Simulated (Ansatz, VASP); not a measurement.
## MoS2: VASP beside Ansatz

File POSCAR:

```
MoS2
1.0
    3.3113273813      0.0000000000      0.0000000000
   -1.6556636907      2.8677014816      0.0000000000
    0.0000000000      0.0000000000      6.4765031185
Mo S
1 2
Direct
    0.0000000000      0.0000000000      0.5000000000
    0.3333333333      0.6666666667      0.2553200000
    0.6666666667      0.3333333333      0.7446800000
```

INCAR.step1

```
ALGO = Normal
EDIFF = 1E-4
ENCUT = 520
GGA = PE
ISMEAR = 1
LASPH = T
LCHARG = F
LREAL = F
LWAVE = T
NBANDS = 20
NELM = 100
PREC = Accurate
SIGMA = 0.05
```

File INCAR.step2:

```
ALGO = Normal
EDIFF = 1E-6
ENCUT = 520
ISIF = 2
ISMEAR = 1
ISTART = 1
LASPH = T
LCHARG = F
LMIXTAU = T
LREAL = F
LWAVE = F
METAGGA = R2SCAN
NBANDS = 20
NELM = 100
PREC = Accurate
SIGMA = 0.05
```

Contents of KPOINTS:

```
k-points
0
Gamma
  10 10 5
```

Input for Ansatz:

```yaml
crystal:
  lattice:
    - [3.3113273813167035, 0.0, 0.0]
    - [-1.6556636906583517, 2.867701481566581, 0.0]
    - [0.0, 0.0, 6.47650311847095]
  atoms:
    - { symbol: Mo, position: [0.0, 0.0, 0.5] }
    - { symbol: S, position: [0.3333333333333333, 0.6666666666666666, 0.25532] }
    - { symbol: S, position: [0.6666666666666666, 0.3333333333333333, 0.74468] }
basis:
  ecutwfc: 600.0
kpoints:
  mp_grid:
    grid: [10, 10, 5]
hamiltonian:
  xc: r2scan
scf:
  convergence:
    dr2_threshold: 1.0e-10
  occupations:
    method: methfessel_paxton
    width: 0.05
output:
  stress: true
```

Alike in both runs: task single point; functional r2SCAN; k mesh 10 × 10 × 5; occupations methfessel-paxton of order 1, width 0.05 eV; no spin polarisation.

|  | VASP | Ansatz |
| --- | --- | --- |
| version | VASP 6.6.1 | Ansatz 0.2.0 |
| potentials or method | VASP PAW PBE potentials, release 64 (Mo_sv, S), cutoff 520 eV | plane waves, PAW |
| valence electrons in the cell | 26 | 26 |

Ansatz gave:

```
pressure (GPa)                                                : -8.9
traceless stress, the component that is largest in VASP (GPa) : -0.39
```

Problem. Estimate VASP's values.

Solution. Pressure (GPa): -8.8; traceless stress, the component that is largest in VASP (GPa): -0.41.

VASP's potentials were made for PBE, not for r2SCAN. The functional is the same, so the differences come from potentials, cutoffs and numerics. Ansatz's warnings: structure snapped to symmetry.
